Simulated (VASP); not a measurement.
# Se (Im-3m) in VASP: single point with revPBE+D4

Aim: the single point of Se with revPBE+D4.

Everything below comes from runs of VASP 6.6.1. Logs are shortened: lines on timing, memory, paths and dates and some standing lists are left out, and cuts for length are marked.

## (1) The cell of the first run

It takes space group Im-3m (No. 229, cubic). The conventional cell has a = 2.808 Å, b = 2.808 Å, c = 2.808 Å, α = 90.00°, β = 90.00°, γ = 90.00°. Se (site symmetry m-3m) has 14 Se at 2.43 to 2.81 Å within 3.2 Å.

## (2) Single point, revPBE+D4

INCAR

```
SYSTEM = Se
PREC     = Accurate       ! precision mode
ENCUT    = 520            ! plane-wave cutoff, eV
EDIFF    = 1E-6           ! SCF threshold, eV
ISMEAR   = -1             ! smearing method
SIGMA    = 0.05           ! smearing width, eV
LREAL    = .FALSE.        ! projectors in reciprocal space
LASPH    = .TRUE.         ! aspherical terms in the spheres
NELM     = 60             ! most SCF steps
ALGO     = Normal         ! electronic algorithm
ISIF     = 2              ! what is computed and relaxed
LWAVE    = .FALSE.        ! write WAVECAR
LCHARG   = .FALSE.        ! write CHGCAR
GGA      = RE             ! functional
IVDW     = 13             ! dispersion correction
NBANDS   = 9              ! bands
```

KPOINTS

```
regular mesh
0
G
  9 9 9
  0 0 0
```

POSCAR

```
Se
1.0
   -1.4038000000      1.4038000000      1.4038000000
    1.4038000000     -1.4038000000      1.4038000000
    1.4038000000      1.4038000000     -1.4038000000
Se
1
Direct
    0.0000000000      0.0000000000      0.0000000000
```

Potentials or basis: VASP PAW PBE potentials, release 64 (Se).

Run with:

```
$ cat potpaw_PBE.64/Se/POTCAR > POTCAR
$ mpirun -np 1 vasp_std > vasp.out
```

OUTCAR:

```text
SYSTEM = Se
   PREC = Accurate
   ENCUT = 520
   EDIFF = 1E-6
   ISMEAR = -1
   LREAL = .FALSE.
   LASPH = .TRUE.
   NELM = 60
   ISIF = 2
   GGA = RE
   IVDW = 13

 ion  position               nearest neighbor table
   1  0.000  0.000  0.000-

  LATTYP: Found a body centered cubic cell.
 ALAT       =     2.8076000000

  Lattice vectors:

 A1 = (  -1.4038000000,   1.4038000000,   1.4038000000)
 A2 = (   1.4038000000,  -1.4038000000,   1.4038000000)
 A3 = (   1.4038000000,   1.4038000000,  -1.4038000000)

Analysis of symmetry for initial positions (statically):
=====================================================================
 Subroutine PRICEL returns:
 Original cell was already a primitive cell.

 Routine SETGRP: Setting up the symmetry group for a
 body centered cubic supercell.

 Subroutine GETGRP returns: Found 48 space group operations
 (whereof 48 operations were pure point group operations)
 out of a pool of 48 trial point group operations.

The static configuration has the point symmetry O_h .

Analysis of symmetry for dynamics (positions and initial velocities):
=====================================================================
 Subroutine PRICEL returns:
 Original cell was already a primitive cell.

 Routine SETGRP: Setting up the symmetry group for a
 body centered cubic supercell.

 Subroutine GETGRP returns: Found 48 space group operations
 (whereof 48 operations were pure point group operations)
 out of a pool of 48 trial point group operations.

The dynamic configuration has the point symmetry O_h .

 Subroutine INISYM returns: Found 48 space group operations
 (whereof 48 operations are pure point group operations),
 and found     1 'primitive' translations

----------------------------------------------------------------------------------------

                                     Primitive cell

  volume of cell :      11.0656

  direct lattice vectors                    reciprocal lattice vectors
    -1.403800000  1.403800000  1.403800000     0.000000000  0.356176093  0.356176093
     1.403800000 -1.403800000  1.403800000     0.356176093  0.000000000  0.356176093
     1.403800000  1.403800000 -1.403800000     0.356176093  0.356176093  0.000000000

  length of vectors
     2.431452924  2.431452924  2.431452924     0.503709062  0.503709062  0.503709062

  position of ions in fractional coordinates (direct lattice)
     0.000000000  0.000000000  0.000000000

  ion indices of the primitive-cell ions
   primitive index   ion index
                 1           1

----------------------------------------------------------------------------------------

 KPOINTS: regular mesh

Automatic generation of k-mesh.
 Grid dimensions read from file:
 generate k-points for:    9    9    9

 Generating k-lattice:

  Cartesian coordinates                     Fractional coordinates (reciprocal lattice)
     0.000000000  0.039575121  0.039575121     0.111111111  0.000000000  0.000000000
     0.039575121  0.000000000  0.039575121     0.000000000  0.111111111  0.000000000
     0.039575121  0.039575121  0.000000000     0.000000000  0.000000000  0.111111111

  Length of vectors
     0.055967674  0.055967674  0.055967674

  Shift w.r.t. Gamma in fractional coordinates (k-lattice)
     0.000000000  0.000000000  0.000000000

 Subroutine IBZKPT returns following result:
 ===========================================

 Found     35 irreducible k-points:

 Following reciprocal coordinates:
            Coordinates               Weight
  0.000000  0.000000  0.000000      1.000000
  0.111111  0.000000  0.000000     12.000000
  0.222222  0.000000  0.000000     12.000000
  0.333333  0.000000  0.000000     12.000000
  0.444444  0.000000  0.000000     12.000000
  0.111111  0.111111  0.000000     24.000000
[... 16 lines left out ...]
 -0.333333  0.444444  0.111111     48.000000
 -0.444444 -0.444444  0.111111     24.000000
 [... further k-points ...]
   k-points           NKPTS =     35   k-points in BZ     NKDIM =     35   number of bands    NBANDS=      9
   number of dos      NEDOS =    301   number of ions     NIONS =      1
   total plane-waves  NPLWV =   5832
   dimension x,y,z NGX =    18 NGY =   18 NGZ =   18
   dimension x,y,z NGXF=    36 NGYF=   36 NGZF=   36
   ions per type =               1
   NGX,Y,Z   is equivalent  to a cutoff of  12.31, 12.31, 12.31 a.u.
   NGXF,Y,Z  is equivalent  to a cutoff of  24.61, 24.61, 24.61 a.u.
 SYSTEM =  Se
   PREC   = accura    normal or accurate (medium, high low for compatibility)
   ISTART =      0    job   : 0-new  1-cont  2-samecut
   ICHARG =      2    charge: 1-file 2-atom 10-const
   ISPIN  =      1    spin polarized calculation?
   LNONCOLLINEAR =      F non collinear calculations
   LSORBIT =      F    spin-orbit coupling
   LASPH  =      T    aspherical Exc in radial PAW
   ENCUT  =  520.0 eV  38.22 Ry    6.18 a.u.   4.52  4.52  4.52*2*pi/ulx,y,z
   NELM   =     60;   NELMIN=  2; NELMDL= -5     # of ELM steps
   EDIFF  = 0.1E-05   stopping-criterion for ELM
   LREAL  =      F    real-space projection
   EDIFFG = 0.1E-04   stopping-criterion for IOM
   NSW    =      0    number of steps for IOM
   IBRION =     -1    ionic relax: 0-MD 1-quasi-New 2-CG
   NFREE  =      0    steps in history (QN), initial steepest desc. (CG)
   ISIF   =      2    stress and relaxation
   ISYM   =      2    0-nonsym 1-usesym 2-fastsym
   POTIM  = 0.5000    time-step for ionic-motion
   TEBEG  =    0.0;   TEEND  =   0.0 temperature during run
   PSTRESS=    0.0 pullay stress
   NELECT =       6.0000    total number of electrons
   NUPDOWN=      -1.0000    fix difference up-down
   EMIN   =  10.00;   EMAX   =-10.00  energy-range for DOS
   EFERMI =   0.00;   METHOD = LEGACY
   ISMEAR =    -1;   SIGMA  =   0.05  broadening in eV -4-tet -1-fermi 0-gaus
   EFERMI_NEDOS =   21; number of points for ismear=-14 and -15
   IALGO  =     38    algorithm
   IMIX   =      4    mixing-type and parameters
     AMIX     =   0.40;   BMIX     =  1.00
     AMIX_MAG =   1.60;   BMIX_MAG =  1.00
  volume/ion in A,a.u.               =      11.07        74.67
  Fermi-wavevector in a.u.,A,eV,Ry     =   1.334955  2.522699 24.247014  1.782105
  Thomas-Fermi vector in A             =   2.463697
   LORBIT       =      0    0 simple, 1 ext, 2 COOP (PROOUT), +10 PAW based schemes
   GGA     = RE    functional components
   LHFCALC =     F    Hartree Fock is set to
   AEXX    =    0.0000 exact exchange contribution
   IVDW    =    13    specifies the selected vdW correction
   LEPSILON=     F    determine dielectric tensor
   LRPA    =     F    only Hartree local field effects (RPA)
 non-spin polarized calculation
  energy-cutoff  :      520.00
  volume of cell :       11.07
 maximum number of plane-waves:       321
 NGX is ok and might be reduce to    18
   NGX =  9   NGY =  9   NGZ =  9

 number of electron       6.0000001 magnetization

 Free energy of the ion-electron system (eV)
  ---------------------------------------------------
  ext. energy  EPLUGINS =         0.00000000
  ---------------------------------------------------
  free energy    TOTEN  =         0.42489982 eV

  energy without entropy =        0.43176027  energy(sigma->0) =        0.42833005

 E-fermi :  15.4387     XC(G=0): -13.5662

 val. band max:       15.3946572546   @ k =  -0.3333   0.3333   0.1111
 cond. band min:      15.5036045177   @ k =   0.2222   0.1111  -0.0000
 fundamental gap:      0.1089472631
 Fermi energy:        15.4387177612

 k-point     1 :       0.0000    0.0000    0.0000
  band No.  band energies     occupation
      1      -8.5991      2.00000
      2      23.0958      0.00000
      3      23.0958      0.00000
      4      23.0958      0.00000
      5      29.4319      0.00000
      6      29.4319      0.00000
      7      29.4319      0.00000
      8      33.2646      0.00000
      9      33.2646      0.00000

 k-point     2 :       0.1111    0.0000    0.0000
  band No.  band energies     occupation
      1      -8.1306      2.00000
      2      19.8289      0.00000
      3      21.3963      0.00000
      4      22.6124      0.00000
      5      27.5547      0.00000
      6      28.1540      0.00000
      7      31.6808      0.00000
      8      31.8206      0.00000
      9      31.9023      0.00000

 k-point     3 :       0.2222    0.0000    0.0000
  band No.  band energies     occupation
      1      -6.7274      2.00000
      2      14.0223      2.00000
      3      18.9173      0.00000
      4      21.4357      0.00000
      5      25.2262      0.00000
      6      25.8957      0.00000
      7      31.8928      0.00000
      8      33.3908      0.00000
      9      36.7057      0.00000

 k-point     4 :       0.3333    0.0000    0.0000
  band No.  band energies     occupation
      1      -4.4049      2.00000
      2       8.3433      2.00000
      3      17.0611      0.00000
      4      20.2532      0.00000
      5      23.5977      0.00000
      6      24.3748      0.00000
      7      33.6637      0.00000
      8      35.5928      0.00000
      9      42.4536      0.00000
[... 205 lines left out ...]
 k-point    22 :      -0.4444    0.4444    0.1111
  band No.  band energies     occupation
      1      -0.8423      2.00000
      2       3.9349      2.00000
      3      14.4440      2.00000
      4      17.6292      0.00000
      5      25.2475      0.00000
      6      25.4276      0.00000
      7      31.0437      0.00000
      8      34.3056      0.00000
      9      44.9932      0.00000

 k-point    23 :      -0.3333    0.4444    0.1111
  band No.  band energies     occupation
      1      -1.6680      2.00000
      2       6.9012      2.00000
      3      11.2207      2.00000
      4      18.5465      0.00000
      5      24.1784      0.00000
      6      26.2889      0.00000
      7      31.9569      0.00000
      8      34.2617      0.00000
      9      41.0133      0.00000

 k-point    24 :      -0.4444   -0.4444    0.1111
  band No.  band energies     occupation
      1       1.0260      2.00000
      2       3.4052      2.00000
      3      10.7029      2.00000
      4      18.3263      0.00000
      5      24.4264      0.00000
      6      27.6613      0.00000
      7      29.4658      0.00000
      8      33.5323      0.00000
      9      46.7188      0.00000

 [... further k-points ...]

------------------------ aborting loop because EDIFF is reached ----------------------------------------

  DFT-D4 for vdW energy calculation

  Edisp (eV):   -1.48795

  FORCE on cell =-STRESS in cart. coord.  units (eV):
  Direction    XX          YY          ZZ          XY          YZ          ZX
  --------------------------------------------------------------------------------------
  -------------------------------------------------------------------------------------
  Total      10.64684    10.64684    10.64684    -0.00000    -0.00000    -0.00000
  in kB    1541.54310  1541.54310  1541.54310    -0.00000    -0.00000    -0.00000
  external pressure =     1541.54 kB  Pullay stress =        0.00 kB

 VOLUME and BASIS-vectors are now :
 -----------------------------------------------------------------------------
  energy-cutoff  :      520.00
  volume of cell :       11.07
      direct lattice vectors                 reciprocal lattice vectors
    -1.403800000  1.403800000  1.403800000     0.000000000  0.356176093  0.356176093
     1.403800000 -1.403800000  1.403800000     0.356176093  0.000000000  0.356176093
     1.403800000  1.403800000 -1.403800000     0.356176093  0.356176093  0.000000000

 POSITION                                       TOTAL-FORCE (eV/Angst)
 -----------------------------------------------------------------------------------
      0.00000      0.00000      0.00000         0.000000      0.000000      0.000000
 -----------------------------------------------------------------------------------
    total drift:                                0.000000     -0.000000      0.000000

  FREE ENERGIE OF THE ION-ELECTRON SYSTEM (eV)
  ---------------------------------------------------
  free  energy   TOTEN  =        -1.0630476401 eV

  energy  without entropy=       -1.0561871948  energy(sigma->0) =       -1.05961742
```

Wall time 8.5 s (1 thread of Intel Xeon 8259CL, shared host); peak memory 0.12 GiB.

What came out:

- Free energy: -1.0630 eV
- Pressure: 154.2 GPa
- Band gap on the k mesh: zero (band 3 reaches 23.10 eV, above the bottom of band 4 at 8.25 eV)
- Dispersion energy per atom: -1.488 eV

Levels at points of the mesh, in eV from the Fermi level:
| k point | band 1 | band 2 | band 3 | band 4 | band 5 | band 6 |
| --- | --- | --- | --- | --- | --- | --- |
| (0.00, 0.00, 0.00) | -24.04 | 7.66 | 7.66 | 7.66 | 13.99 | 13.99 |

Caveat: the PAW data sets were made with another functional, which shifts forces and pressure a little; pairwise dispersion overbinds metals, which lowers pressure and volume.
